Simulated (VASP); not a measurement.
# SrO in VASP: settings compared, part 2 of 3

VASP 6.6.1. Earlier steps stand in the parts before.

### 3 Electric field gradients, PBE (z stretched by -1 % at fixed volume)

The input, INCAR:

```
SYSTEM = SrO
  PREC = Accurate
  ENCUT = 520
  EDIFF = 1E-8
  ISMEAR = -1
  SIGMA = 0.02
  LREAL = .False.
  LASPH = .True.
  NELM = 60
  ALGO = Normal
  ISIF = 2
  LWAVE = .False.
  LCHARG = .False.
  GGA = PE
  LEFG = .True.
  NBANDS = 15
```

The input, KPOINTS:

```
regular mesh
0
Gamma
  8 8 8
  0 0 0
```

The input, POSCAR:

```
SrO
1.0
    0.0000000000      2.5827461778      2.5441020000
    2.5827461778      0.0000000000      2.5441020000
    2.5827461778      2.5827461778      0.0000000000
Sr O
1 1
Direct
    0.0000000000      0.0000000000      0.0000000000
    0.5000000000      0.5000000000      0.5000000000
```

Potentials or basis: VASP PAW PBE potentials, release 64 (Sr_sv, O).

Command:

```
> cat potpaw_PBE.64/Sr_sv/POTCAR potpaw_PBE.64/O/POTCAR > POTCAR
> mpirun -np 1 vasp_std > vasp.out
```

OUTCAR:

```text
SYSTEM = SrO
   PREC = Accurate
   ENCUT = 520
   EDIFF = 1E-8
   ISMEAR = -1
   LREAL = .False.
   LASPH = .True.
   NELM = 60
   ISIF = 2
   GGA = PE

 ion  position               nearest neighbor table
   1  0.000  0.000  0.000-   2 2.54   2 2.54   2 2.58   2 2.58   2 2.58   2 2.58
   2  0.500  0.500  0.500-   1 2.54   1 2.54   1 2.58   1 2.58   1 2.58   1 2.58

  LATTYP: Found a body centered tetragonal cell.
 ALAT       =     3.6525546728
 C/A-ratio  =     1.3930534806

  Lattice vectors:

 A1 = (   0.0000000000,  -2.5827461778,  -2.5441020000)
 A2 = (   0.0000000000,   2.5827461778,  -2.5441020000)
 A3 = (   2.5827461778,   0.0000000000,   2.5441020000)

Analysis of symmetry for initial positions (statically):
=====================================================================
 Subroutine PRICEL returns:
 Original cell was already a primitive cell.

 Routine SETGRP: Setting up the symmetry group for a
 body centered tetragonal supercell.

 Subroutine GETGRP returns: Found 16 space group operations
 (whereof 16 operations were pure point group operations)
 out of a pool of 16 trial point group operations.

The static configuration has the point symmetry D_4h.

Analysis of symmetry for dynamics (positions and initial velocities):
=====================================================================
 Subroutine PRICEL returns:
 Original cell was already a primitive cell.

 Routine SETGRP: Setting up the symmetry group for a
 body centered tetragonal supercell.

 Subroutine GETGRP returns: Found 16 space group operations
 (whereof 16 operations were pure point group operations)
 out of a pool of 16 trial point group operations.

The dynamic configuration has the point symmetry D_4h.

 Subroutine INISYM returns: Found 16 space group operations
 (whereof 16 operations are pure point group operations),
 and found     1 'primitive' translations

----------------------------------------------------------------------------------------

                                     Primitive cell

  volume of cell :      33.9413

  direct lattice vectors                    reciprocal lattice vectors
     0.000000000  2.582746178  2.544102000    -0.193592388  0.193592388  0.196533001
     2.582746178  0.000000000  2.544102000     0.193592388 -0.193592388  0.196533001
     2.582746178  2.582746178  0.000000000     0.193592388  0.193592388 -0.196533001

  length of vectors
     3.625332096  3.625332096  3.652554673     0.337018168  0.337018168  0.337018168

  position of ions in fractional coordinates (direct lattice)
     0.000000000  0.000000000  0.000000000
     0.500000000  0.500000000  0.500000000

  ion indices of the primitive-cell ions
   primitive index   ion index
                 1           1
                 2           2

----------------------------------------------------------------------------------------

 KPOINTS: regular mesh

Automatic generation of k-mesh.
 Grid dimensions read from file:
[... 78 lines left out ...]
   EMIN   =  10.00;   EMAX   =-10.00  energy-range for DOS
   EFERMI =   0.00;   METHOD = LEGACY
   ISMEAR =    -1;   SIGMA  =   0.02  broadening in eV -4-tet -1-fermi 0-gaus
   EFERMI_NEDOS =   21; number of points for ismear=-14 and -15
   IALGO  =     38    algorithm
   IMIX   =      4    mixing-type and parameters
     AMIX     =   0.40;   BMIX     =  1.00
     AMIX_MAG =   1.60;   BMIX_MAG =  1.00
  volume/ion in A,a.u.               =      16.97       114.52
  Fermi-wavevector in a.u.,A,eV,Ry     =   1.274106  2.407711 22.086959  1.623346
  Thomas-Fermi vector in A             =   2.406892
   LORBIT       =      0    0 simple, 1 ext, 2 COOP (PROOUT), +10 PAW based schemes
   GGA     = PE    functional components
   LHFCALC =     F    Hartree Fock is set to
   AEXX    =    0.0000 exact exchange contribution
   IVDW    =     0    specifies the selected vdW correction
   LEPSILON=     F    determine dielectric tensor
   LRPA    =     F    only Hartree local field effects (RPA)
 non-spin polarized calculation
  energy-cutoff  :      520.00
  volume of cell :       33.94
 maximum number of plane-waves:       934
   NGX = 13   NGY = 13   NGZ = 13

 number of electron      15.9999997 magnetization

 Free energy of the ion-electron system (eV)
  ---------------------------------------------------
  ext. energy  EPLUGINS =         0.00000000
  ---------------------------------------------------
  free energy    TOTEN  =       -12.03796866 eV

  energy without entropy =      -12.03796866  energy(sigma->0) =      -12.03796866

 E-fermi :   2.1414     XC(G=0): -10.0325

 val. band max:        1.7077909431   @ k =   0.0000   0.0000   0.0000
 cond. band min:       4.8977205579   @ k =   0.5000   0.5000   0.0000
 fundamental gap:      3.1899296149
 Fermi energy:         2.1413975945

 k-point     1 :       0.0000    0.0000    0.0000
  band No.  band energies     occupation
      1     -30.7131      2.00000
      2     -13.4226      2.00000
      3     -12.3530      2.00000
      4     -12.3530      2.00000
      5     -12.3432      2.00000
      6       1.6519      2.00000
      7       1.6519      2.00000
      8       1.7078      2.00000
      9       5.6577      0.00000
     10       7.8476      0.00000
     11       7.8476      0.00000
     12       7.9608      0.00000
     13       9.9531      0.00000
     14      10.1645      0.00000
[... 401 lines left out ...]
      2     -14.5902      2.00000
      3     -12.4886      2.00000
      4     -12.4727      2.00000
      5     -11.4763      2.00000
      6       0.0298      2.00000
      7       0.8167      2.00000
      8       1.0024      2.00000
      9       7.3004      0.00000
     10       8.7436      0.00000
     11      10.1395      0.00000
     12      10.3150      0.00000
     13      12.1530      0.00000
     14      12.5852      0.00000
     15      17.3781      0.00000

 [... further k-points ...]
[... 5 lines left out ...]
  --------------------------------------------------------------------------------------
  -------------------------------------------------------------------------------------
  Total        0.5966804      0.5966804      1.0681876      0.0000000      0.0000000     -0.0000000
  in kB       28.1659494     28.1659494     50.4231692      0.0000000      0.0000000     -0.0000000
  external PRESSURE =      35.5850227 kB  Pullay stress =       0.0000000 kB

 VOLUME and BASIS-vectors are now :
 -----------------------------------------------------------------------------
  energy-cutoff  :      520.00
  volume of cell :       33.94
      direct lattice vectors                 reciprocal lattice vectors
     0.000000000  2.582746178  2.544102000    -0.193592388  0.193592388  0.196533001
     2.582746178  0.000000000  2.544102000     0.193592388 -0.193592388  0.196533001
     2.582746178  2.582746178  0.000000000     0.193592388  0.193592388 -0.196533001

 POSITION                                       TOTAL-FORCE (eV/Angst)
 -----------------------------------------------------------------------------------
      0.00000      0.00000      0.00000         0.000000      0.000000      0.000000
      2.58275      2.58275      2.54410        -0.000000     -0.000000     -0.000000
 -----------------------------------------------------------------------------------
    total drift:                                0.000000      0.000000      0.000000

  FREE ENERGIE OF THE ION-ELECTRON SYSTEM (eV)
  ---------------------------------------------------
  free  energy   TOTEN  =       -12.0379686559 eV

  energy  without entropy=      -12.0379686559  energy(sigma->0) =      -12.03796866

 Electric field gradients (V/A^2)
---------------------------------------------------------------------
 ion       V_xx      V_yy      V_zz      V_xy      V_xz      V_yz
---------------------------------------------------------------------
   1       7.928     7.928   -15.856     0.000     0.000     0.000
   2       2.619     2.619    -5.239    -0.000    -0.001    -0.001
---------------------------------------------------------------------

 Electric field gradients after diagonalization (V/A^2)
 (convention: |V_zz| > |V_xx| > |V_yy|)
----------------------------------------------------------------------
 ion       V_xx      V_yy      V_zz     asymmetry (V_yy - V_xx)/ V_zz
----------------------------------------------------------------------
   1       7.928     7.928   -15.856       0.000
   2       2.620     2.619    -5.239       0.000
----------------------------------------------------------------------

           NMR quadrupolar parameters

 Cq : quadrupolar parameter    Cq=e*Q*V_zz/h
 eta: asymmetry parameters     (V_yy - V_xx)/ V_zz
 Q  : nuclear electric quadrupole moment in mb (millibarn)
----------------------------------------------------------------------
 ion       Cq(MHz)       eta       Q (mb)
----------------------------------------------------------------------
   1      -0.038       0.000       1.000
   2      -0.013       0.000       1.000
----------------------------------------------------------------------
```

OSZICAR:

```text
N       E                     dE             d eps       ncg     rms          rms(c)
DAV:   1     0.676182514988E+02    0.67618E+02   -0.85243E+03  1770   0.104E+03
DAV:   2    -0.111436625931E+02   -0.78762E+02   -0.71760E+02  2462   0.219E+02
DAV:   3    -0.141847201927E+02   -0.30411E+01   -0.30258E+01  2257   0.387E+01
DAV:   4    -0.142415549843E+02   -0.56835E-01   -0.56827E-01  2275   0.523E+00
DAV:   5    -0.142430743853E+02   -0.15194E-02   -0.15194E-02  2211   0.657E-01    0.165E+01
DAV:   6    -0.121853147704E+02    0.20578E+01   -0.66556E+00  1826   0.195E+01    0.195E+01
DAV:   7    -0.120467623143E+02    0.13855E+00   -0.29440E-01  2085   0.483E+00    0.113E+01
DAV:   8    -0.120359242341E+02    0.10838E-01   -0.11778E-01  2267   0.342E+00    0.447E-01
DAV:   9    -0.120373440953E+02   -0.14199E-02   -0.57256E-03  2238   0.480E-01    0.232E-01
DAV:  10    -0.120378088949E+02   -0.46480E-03   -0.44431E-04  1931   0.197E-01    0.844E-02
DAV:  11    -0.120379508002E+02   -0.14191E-03   -0.13938E-04  1910   0.873E-02    0.271E-02
DAV:  12    -0.120379689015E+02   -0.18101E-04   -0.27442E-05  1861   0.384E-02    0.222E-02
DAV:  13    -0.120379689439E+02   -0.42342E-07   -0.14320E-06  2001   0.105E-02    0.329E-03
DAV:  14    -0.120379686560E+02    0.28788E-06   -0.12504E-07  2365   0.266E-03    0.240E-03
DAV:  15    -0.120379686559E+02    0.52751E-10   -0.72027E-09  1634   0.804E-04
   1 F= -.12037969E+02 E0= -.12037969E+02  d E =-.958347E-12
```

It took 14 s on 1 thread of Intel Xeon 6975P-C (Granite Rapids), shared host; peak memory 0.17 GiB.

Results:

* Free energy: -12.0380 eV
* Pressure: 3.6 GPa
* Band gap on the k mesh: 3.19 eV, indirect (least direct gap 3.33 eV)

Electric field gradients, principal values (V/Å²):
```
atom  least  middle  greatest (by size)
1 Sr  7.928   7.928             -15.856
 2 O  2.619   2.620              -5.239
```

Caveat: without QUAD_EFG the Cq values of the log hold for a quadrupole moment of 1 mb, not for the nuclei.

### 4 Electric field gradients, PBE (z stretched by +4 % at fixed volume)

The input, INCAR:

```
SYSTEM = SrO
ALGO = Normal
EDIFF = 1E-8
ENCUT = 520
GGA = PE
ISIF = 2
ISMEAR = -1
LASPH = .TRUE.
LCHARG = .FALSE.
LEFG = .TRUE.
LREAL = .FALSE.
LWAVE = .FALSE.
NBANDS = 15
NELM = 80
PREC = Accurate
SIGMA = 0.02
```

The input, KPOINTS:

```
k-points
0
G
  8 8 8
  0 0 0
```

The input, POSCAR:

```
SrO
1.0
    0.0000000000      2.5198962204      2.6725920000
    2.5198962204      0.0000000000      2.6725920000
    2.5198962204      2.5198962204      0.0000000000
Sr O
1 1
Direct
    0.0000000000      0.0000000000      0.0000000000
    0.5000000000      0.5000000000      0.5000000000
```

Potentials or basis: VASP PAW PBE potentials, release 64 (Sr_sv, O).

Command:

```
> cat potpaw_PBE.64/Sr_sv/POTCAR potpaw_PBE.64/O/POTCAR > POTCAR
> mpirun -np 1 vasp_std > vasp.out
```

OUTCAR:

```text
SYSTEM = SrO
   EDIFF = 1E-8
   ENCUT = 520
   GGA = PE
   ISIF = 2
   ISMEAR = -1
   LASPH = .TRUE.
   LREAL = .FALSE.
   NELM = 80
   PREC = Accurate

 ion  position               nearest neighbor table
   1  0.000  0.000  0.000-   2 2.52   2 2.52   2 2.52   2 2.52   2 2.67   2 2.67
   2  0.500  0.500  0.500-   1 2.52   1 2.52   1 2.52   1 2.52   1 2.67   1 2.67

  LATTYP: Found a body centered tetragonal cell.
 ALAT       =     3.5636714107
 C/A-ratio  =     1.4999093306

  Lattice vectors:

 A1 = (  -2.5198962204,   0.0000000000,   2.6725920000)
 A2 = (   2.5198962204,   0.0000000000,   2.6725920000)
 A3 = (   0.0000000000,   2.5198962204,  -2.6725920000)

Analysis of symmetry for initial positions (statically):
=====================================================================
 Subroutine PRICEL returns:
 Original cell was already a primitive cell.

 Routine SETGRP: Setting up the symmetry group for a
[... 622 lines left out ...]
      direct lattice vectors                 reciprocal lattice vectors
     0.000000000  2.519896220  2.672592000    -0.198420870  0.198420870  0.187084299
     2.519896220  0.000000000  2.672592000     0.198420870 -0.198420870  0.187084299
     2.519896220  2.519896220  0.000000000     0.198420870  0.198420870 -0.187084299

 POSITION                                       TOTAL-FORCE (eV/Angst)
 -----------------------------------------------------------------------------------
      0.00000      0.00000      0.00000        -0.000000     -0.000000      0.000000
      2.51990      2.51990      2.67259         0.000000      0.000000      0.000000
 -----------------------------------------------------------------------------------
    total drift:                                0.000000      0.000000      0.000000

  FREE ENERGIE OF THE ION-ELECTRON SYSTEM (eV)
  ---------------------------------------------------
  free  energy   TOTEN  =       -12.0071424603 eV

  energy  without entropy=      -12.0071424603  energy(sigma->0) =      -12.00714246

 Electric field gradients (V/A^2)
---------------------------------------------------------------------
 ion       V_xx      V_yy      V_zz      V_xy      V_xz      V_yz
---------------------------------------------------------------------
   1     -29.121   -29.121    58.242     0.000    -0.000    -0.000
   2      -9.660    -9.660    19.321    -0.002     0.000     0.000
---------------------------------------------------------------------

 Electric field gradients after diagonalization (V/A^2)
 (convention: |V_zz| > |V_xx| > |V_yy|)
----------------------------------------------------------------------
 ion       V_xx      V_yy      V_zz     asymmetry (V_yy - V_xx)/ V_zz
----------------------------------------------------------------------
   1     -29.121   -29.121    58.242       0.000
   2      -9.662    -9.659    19.321       0.000
----------------------------------------------------------------------

           NMR quadrupolar parameters

 Cq : quadrupolar parameter    Cq=e*Q*V_zz/h
 eta: asymmetry parameters     (V_yy - V_xx)/ V_zz
 Q  : nuclear electric quadrupole moment in mb (millibarn)
----------------------------------------------------------------------
 ion       Cq(MHz)       eta       Q (mb)
----------------------------------------------------------------------
   1       0.141       0.000       1.000
   2       0.047       0.000       1.000
----------------------------------------------------------------------
```

OSZICAR:

```text
N       E                     dE             d eps       ncg     rms          rms(c)
DAV:   1     0.673086560858E+02    0.67309E+02   -0.83777E+03  1770   0.104E+03
DAV:   2    -0.109901816432E+02   -0.78299E+02   -0.71217E+02  2360   0.221E+02
DAV:   3    -0.141735667824E+02   -0.31834E+01   -0.31610E+01  2366   0.393E+01
DAV:   4    -0.142362586044E+02   -0.62692E-01   -0.62686E-01  2136   0.553E+00
DAV:   5    -0.142377543819E+02   -0.14958E-02   -0.14958E-02  2254   0.680E-01    0.169E+01
DAV:   6    -0.121553346158E+02    0.20824E+01   -0.67001E+00  1833   0.197E+01    0.198E+01
DAV:   7    -0.120167052218E+02    0.13863E+00   -0.29512E-01  2113   0.486E+00    0.115E+01
DAV:   8    -0.120049294108E+02    0.11776E-01   -0.11925E-01  2246   0.342E+00    0.506E-01
DAV:   9    -0.120064978421E+02   -0.15684E-02   -0.57372E-03  2313   0.483E-01    0.237E-01
DAV:  10    -0.120069824544E+02   -0.48461E-03   -0.45107E-04  1875   0.195E-01    0.824E-02
DAV:  11    -0.120071233097E+02   -0.14086E-03   -0.13232E-04  1959   0.847E-02    0.270E-02
DAV:  12    -0.120071427264E+02   -0.19417E-04   -0.28058E-05  1854   0.384E-02    0.168E-02
DAV:  13    -0.120071426791E+02    0.47302E-07   -0.10099E-06  2043   0.909E-03    0.323E-03
DAV:  14    -0.120071424289E+02    0.25022E-06   -0.11764E-07  2309   0.260E-03    0.223E-03
DAV:  15    -0.120071424413E+02   -0.12437E-07   -0.57175E-09  1550   0.770E-04    0.276E-04
DAV:  16    -0.120071424553E+02   -0.14013E-07   -0.12080E-09   969   0.284E-04    0.131E-04
DAV:  17    -0.120071424603E+02   -0.50188E-08   -0.13837E-10   927   0.102E-04
   1 F= -.12007142E+02 E0= -.12007142E+02  d E =-.176002E-12
```

stdout:

```text
POSCAR found type information on POSCAR SrO
 POSCAR found :  2 types and       2 ions
 scaLAPACK will be used
 LDA part: xc-table for (Slater+PW92), standard interpolation
 POSCAR, INCAR and KPOINTS ok, starting setup
 FFT: planning ... GRIDC
 FFT: planning ... GRID_SOFT
 FFT: planning ... GRID
 WAVECAR not read
 entering main loop
ion   1

ion   2
```

It took 15 s on 1 thread of Intel Xeon 6975P-C (Granite Rapids), shared host; peak memory 0.17 GiB.

Results:

```
Free energy            : -12.0071 eV
Pressure               : 4.2 GPa
Band gap on the k mesh : 3.15 eV, indirect (least direct gap 3.21 eV)
```

Electric field gradients, principal values (V/Å²):
| atom | least | middle | greatest (by size) |
| --- | --- | --- | --- |
| 1 Sr | -29.121 | -29.121 | 58.242 |
| 2 O | -9.659 | -9.662 | 19.321 |

Caveat: without QUAD_EFG the Cq values of the log hold for a quadrupole moment of 1 mb, not for the nuclei. A k mesh can miss the band edges.

(Continued in part 3 of 3.)
